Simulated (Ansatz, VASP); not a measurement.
HgSb: VASP beside Ansatz

File INCAR:

```
SYSTEM = HgSb
PREC     = Accurate       ! precision mode
ENCUT    = 520            ! plane-wave cutoff, eV
EDIFF    = 1E-6           ! SCF threshold, eV
ISMEAR   = 0              ! smearing method
SIGMA    = 0.05           ! smearing width, eV
LREAL    = .FALSE.        ! projectors in reciprocal space
LASPH    = .TRUE.         ! aspherical terms in the spheres
NELM     = 100            ! most SCF steps
ALGO     = Normal         ! electronic algorithm
ISIF     = 2              ! what is computed and relaxed
LWAVE    = .FALSE.        ! write WAVECAR
LCHARG   = .FALSE.        ! write CHGCAR
GGA      = PS             ! functional
NBANDS   = 16             ! bands
```

KPOINTS

```
Automatic mesh
0
G
  10 10 10
  0 0 0
```

Contents of POSCAR:

```
HgSb
1.0
    0.0000000000      3.1582425054      3.1582425054
    3.1582425054      0.0000000000      3.1582425054
    3.1582425054      3.1582425054      0.0000000000
Hg Sb
1 1
Direct
    0.0000000000      0.0000000000      0.0000000000
    0.2500000000      0.2500000000      0.2500000000
```

Input for Ansatz:

```yaml
crystal:
  lattice:
    - [0.0, 3.1582425054, 3.1582425054]
    - [3.1582425054, 0.0, 3.1582425054]
    - [3.1582425054, 3.1582425054, 0.0]
  atoms:
    - { symbol: Hg, position: [0.0, 0.0, 0.0] }
    - { symbol: Sb, position: [0.25, 0.25, 0.25] }
basis:
  ecutwfc: 420
  ecutrho_ratio: 4
kpoints:
  mp_grid: { grid: [10, 10, 10] }
hamiltonian:
  xc: pbesol
scf:
  occupations: { method: gaussian, width: 0.05 }
output:
  forces: true
  stress: true
  eigenvalues: true
```

Alike in both runs: task single point; functional PBEsol; k mesh 10 × 10 × 10; occupations gaussian, width 0.05 eV; no spin polarisation.

|  | VASP | Ansatz |
| --- | --- | --- |
| version | VASP 6.6.1 | Ansatz 0.2.0 |
| potentials or method | VASP PAW PBE potentials, release 64 (Hg, Sb), cutoff 520 eV | scalar-relativistic, plane waves, PAW |
| valence electrons in the cell | 17 | 35 |

|  | VASP | Ansatz | Ansatz less VASP |
| --- | --- | --- | --- |
| gap on the k mesh at the Fermi level (eV) | none | none | - |
| pressure (GPa) | 2.0 | 2.0 | -0.05 |

VASP's potentials were made for PBE, not for PBEsol. A gap of «none» marks a metal or a gap that the smearing closes. VASP's potentials hold 17 valence electrons a cell and Ansatz's 35, so a difference there can come from the potentials and not from the codes.

Spin-orbit coupling is off throughout.
